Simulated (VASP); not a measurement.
# KI (Pm-3m) in VASP: further runs, part 2 of 2

VASP 6.6.1.

**4. Single point, r2SCAN (volume changed by +6%)**

Contents of POSCAR:

```
KI
1.0
    4.3750975660      0.0000000000      0.0000000000
    0.0000000000      4.3750975660      0.0000000000
    0.0000000000      0.0000000000      4.3750975660
K I
1 1
Direct
    0.0000000000      0.0000000000      0.0000000000
    0.5000000000      0.5000000000      0.5000000000
```

Contents of INCAR.step1:

```
SYSTEM = KI
PREC = Accurate ; ENCUT = 520
ISMEAR = 0 ; SIGMA = 0.01
LREAL = .False. ; LASPH = .True.
NELM = 60 ; NBANDS = 15
GGA = PE ; ALGO = Normal
EDIFF = 1E-4 ; LWAVE = .True.
LCHARG = .False.
```

Contents of INCAR.step2:

```
SYSTEM = KI
PREC = Accurate ; ENCUT = 520
EDIFF = 1E-6 ; ISMEAR = 0
SIGMA = 0.01 ; LREAL = .False.
LASPH = .True. ; NELM = 60
ALGO = Normal ; ISIF = 2
LWAVE = .False. ; LCHARG = .True.
METAGGA = R2SCAN ; LMIXTAU = .True.
LELF = .True. ; LVHAR = .True.
NBANDS = 15 ; ISTART = 1
```

Contents of KPOINTS:

```
Automatic mesh
0
Gamma
  6 6 6
  0 0 0
```

Potentials or basis: VASP PAW PBE potentials, release 64 (K_sv, I).

Launch:

```console
$ cat potpaw_PBE.64/K_sv/POTCAR potpaw_PBE.64/I/POTCAR > POTCAR
$ cp INCAR.step1 INCAR
$ mpirun -np 1 vasp_std > vasp.out
$ cp INCAR.step2 INCAR
$ mpirun -np 1 vasp_std > vasp.out
```

OUTCAR:

```text
SYSTEM = KI
   PREC = Accurate
   ENCUT = 520
   EDIFF = 1E-6
   ISMEAR = 0
   LREAL = .False.
   LASPH = .True.
   NELM = 60
   ISIF = 2
   METAGGA = R2SCAN
   ISTART = 1

 ion  position               nearest neighbor table
   1  0.000  0.000  0.000-
   2  0.500  0.500  0.500-

  LATTYP: Found a simple cubic cell.
 ALAT       =     4.3750975660

  Lattice vectors:

 A1 = (   4.3750975660,   0.0000000000,   0.0000000000)
 A2 = (   0.0000000000,   4.3750975660,   0.0000000000)
 A3 = (   0.0000000000,   0.0000000000,   4.3750975660)

Analysis of symmetry for initial positions (statically):
=====================================================================
 Subroutine PRICEL returns:
 Original cell was already a primitive cell.

 Routine SETGRP: Setting up the symmetry group for a
 simple cubic supercell.

 Subroutine GETGRP returns: Found 48 space group operations
 (whereof 48 operations were pure point group operations)
 out of a pool of 48 trial point group operations.

The static configuration has the point symmetry O_h .

Analysis of symmetry for dynamics (positions and initial velocities):
=====================================================================
 Subroutine PRICEL returns:
 Original cell was already a primitive cell.

 Routine SETGRP: Setting up the symmetry group for a
 simple cubic supercell.

 Subroutine GETGRP returns: Found 48 space group operations
 (whereof 48 operations were pure point group operations)
 out of a pool of 48 trial point group operations.

The dynamic configuration has the point symmetry O_h .

 Subroutine INISYM returns: Found 48 space group operations
 (whereof 48 operations are pure point group operations),
 and found     1 'primitive' translations

----------------------------------------------------------------------------------------

                                     Primitive cell

  volume of cell :      83.7458

[... 111 lines left out ...]
   IVDW    =     0    specifies the selected vdW correction
   LEPSILON=     F    determine dielectric tensor
   LRPA    =     F    only Hartree local field effects (RPA)
 non-spin polarized calculation
 Gauss-broadening in eV      SIGMA  =   0.01
  energy-cutoff  :      520.00
  volume of cell :       83.75
 maximum number of plane-waves:      2301
 NGX is ok and might be reduce to    36
   NGX = 17   NGY = 17   NGZ = 17

 number of electron      16.0000002 magnetization

 Free energy of the ion-electron system (eV)
  ---------------------------------------------------
  ext. energy  EPLUGINS =         0.00000000
  ---------------------------------------------------
  free energy    TOTEN  =       -33.85392706 eV

  energy without entropy =      -33.85392706  energy(sigma->0) =      -33.85392706

 E-fermi :   0.2532     XC(G=0):  -7.7964

 val. band max:        0.2081239755   @ k =   0.5000   0.5000   0.0000
 cond. band min:       4.0916646716   @ k =   0.0000   0.0000   0.0000
 fundamental gap:      3.8835406961
 Fermi energy:         0.2532108494

 k-point     1 :       0.0000    0.0000    0.0000
  band No.  band energies     occupation
      1     -30.4308      2.00000
      2     -13.1110      2.00000
      3     -13.1110      2.00000
      4     -13.1110      2.00000
      5     -11.1327      2.00000
      6      -0.1287      2.00000
      7      -0.1287      2.00000
      8      -0.1287      2.00000
      9       4.0917      0.00000
     10       5.5765      0.00000
     11       5.5765      0.00000
     12       9.2454      0.00000
     13       9.2454      0.00000
     14       9.2454      0.00000
[... 329 lines left out ...]
      2     -13.1616      2.00000
      3     -13.1616      2.00000
      4     -13.1616      2.00000
      5     -10.6563      2.00000
      6      -1.3095      2.00000
      7      -1.3095      2.00000
      8      -1.3095      2.00000
      9       6.3103      0.00000
     10       6.3103      0.00000
     11       6.3103      0.00000
     12       9.6276      0.00000
     13       9.6276      0.00000
     14       9.6276      0.00000
     15      10.0796      0.00000

------------------------ aborting loop because EDIFF is reached ----------------------------------------

  FORCE on cell =-STRESS in cart. coord.  units (eV):
  Direction    XX          YY          ZZ          XY          YZ          ZX
  --------------------------------------------------------------------------------------
  -------------------------------------------------------------------------------------
  Total       -0.3837909     -0.3837909     -0.3837909     -0.0000000     -0.0000000      0.0000000
  in kB       -7.3424678     -7.3424678     -7.3424678     -0.0000000     -0.0000000      0.0000000
  external PRESSURE =      -7.3424678 kB  Pullay stress =       0.0000000 kB

 VOLUME and BASIS-vectors are now :
 -----------------------------------------------------------------------------
  energy-cutoff  :      520.00
  volume of cell :       83.75
      direct lattice vectors                 reciprocal lattice vectors
     4.375097566  0.000000000  0.000000000     0.228566331  0.000000000  0.000000000
     0.000000000  4.375097566  0.000000000     0.000000000  0.228566331  0.000000000
     0.000000000  0.000000000  4.375097566     0.000000000  0.000000000  0.228566331

 POSITION                                       TOTAL-FORCE (eV/Angst)
 -----------------------------------------------------------------------------------
      0.00000      0.00000      0.00000         0.000000      0.000000      0.000000
      2.18755      2.18755      2.18755         0.000000      0.000000      0.000000
 -----------------------------------------------------------------------------------
    total drift:                                0.000000      0.000000      0.000000

  FREE ENERGIE OF THE ION-ELECTRON SYSTEM (eV)
  ---------------------------------------------------
  free  energy   TOTEN  =       -33.8539270589 eV

  energy  without entropy=      -33.8539270589  energy(sigma->0) =      -33.85392706
```

OUTCAR.step1:

```text
SYSTEM = KI
   PREC = Accurate
   ENCUT = 520
   ISMEAR = 0
   LREAL = .False.
   LASPH = .True.
[... 575 lines left out ...]
      0.00000      0.00000      0.00000         0.000000      0.000000      0.000000
      2.18755      2.18755      2.18755         0.000000      0.000000      0.000000
 -----------------------------------------------------------------------------------
    total drift:                                0.000000      0.000000      0.000000

  FREE ENERGIE OF THE ION-ELECTRON SYSTEM (eV)
  ---------------------------------------------------
  free  energy   TOTEN  =        -5.4244246156 eV

  energy  without entropy=       -5.4244246156  energy(sigma->0) =       -5.42442462
```

Wall time 66 s (1 thread of Intel Xeon Platinum 8259CL at 2.50GHz (Skylake/Cascade Lake), shared host); peak memory 0.22 GiB.

Results:

| Item | Value |
| --- | --- |
| Free energy | -33.8539 eV |
| Pressure | -0.7 GPa |
| Band gap on the k mesh | 3.88 eV, indirect (least direct gap 4.22 eV) |

Caveat: the PAW data sets were made with another functional, which shifts forces and pressure a little; spin-orbit coupling is left out, which moves the levels of the heavy elements.

**5. Overview**

| cell | gap on the mesh (eV) | pressure (GPa) |
| --- | --- | --- |
| a = 4.291 Å, 2 atoms | 4.04 | 0.0 |
| a = 4.333 Å, 2 atoms | 3.96 | -0.4 |
| a = 4.375 Å, 2 atoms | 3.88 | -0.7 |

Alike in all rows: task single point; level r2SCAN; potentials or basis VASP PAW PBE potentials, release 64 (K_sv, I); no spin polarisation; k mesh 6 × 6 × 6; cutoff (eV) 520; smearing gaussian 0.01 eV.

Caveats: the PAW data sets were made with another functional, which shifts forces and pressure a little; spin-orbit coupling is left out, which moves the levels of the heavy elements.

Total energies depend on the potentials used, so only differences within one code and one set of settings carry meaning.
